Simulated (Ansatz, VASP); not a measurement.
## YbSe in VASP and in Ansatz

```
Yb Se
1.0
     0.00000    2.93350    2.93350
     2.93350    0.00000    2.93350
     2.93350    2.93350    0.00000
Yb Se
1 1
Direct
  0.99848 0.00784 0.99900
  0.49846 0.50784 0.49901
```

Alike in both runs: functional PBEsol; k mesh 7 × 7 × 7; occupations fermi-dirac, width 0.05 eV; no spin polarisation.

Ansatz relaxed the structure, and its values are those at the end. VASP's run is a single point on that final structure, the one shown.

|  | VASP | Ansatz |
| --- | --- | --- |
| version | VASP 6.6.1 | Ansatz 0.2.0 |
| potentials or method | VASP PAW PBE potentials, release 64 (Yb, Se), cutoff 520 eV | all-electron LAPW, scalar-relativistic |

Ansatz gave:

* pressure (GPa): -3.5

Estimate VASP's values.

pressure (GPa): -3.9.

VASP's potentials were made for PBE, not for PBEsol. Ansatz ran all-electron here, and VASP with PAW potentials.

Spin-orbit coupling is off throughout.
